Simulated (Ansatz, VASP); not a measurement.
LiGeBr3: VASP beside Ansatz

```
Li Ge Br
1.0
     5.48664    0.00000    0.00000
     0.00000    5.48664    0.00000
     0.00000    0.00000    5.48664
Li Ge Br
1 1 3
Direct
  0.50000 0.50000 0.50000
  0.00000 0.00000 0.00000
  0.50000 0.00000 0.00000
  0.00000 0.50000 0.00000
  0.00000 0.00000 0.50000
```

Alike in both runs: functional PBE; k mesh 8 × 8 × 8; occupations gaussian, width 0.02 eV; no spin polarisation.

Ansatz relaxed the structure, and its values are those at the end. VASP's run is a single point on that final structure, the one shown.

|  | VASP | Ansatz |
| --- | --- | --- |
| version | VASP 6.6.1 | Ansatz 0.2.0 |
| potentials or method | VASP PAW PBE potentials, release 64 (Li_sv, Ge_d, Br), cutoff 520 eV | scalar-relativistic, plane waves, PAW |
| valence electrons in the cell | 38 | 38 |

```csv
,VASP,Ansatz,Ansatz less VASP
gap on the k mesh at the Fermi level (eV),0.47,0.47,+0.001
least direct gap on the mesh (eV),0.47,0.47,+0.001
```

Noted on VASP's run: the cutoff is short for stress, so the pressure is rough.
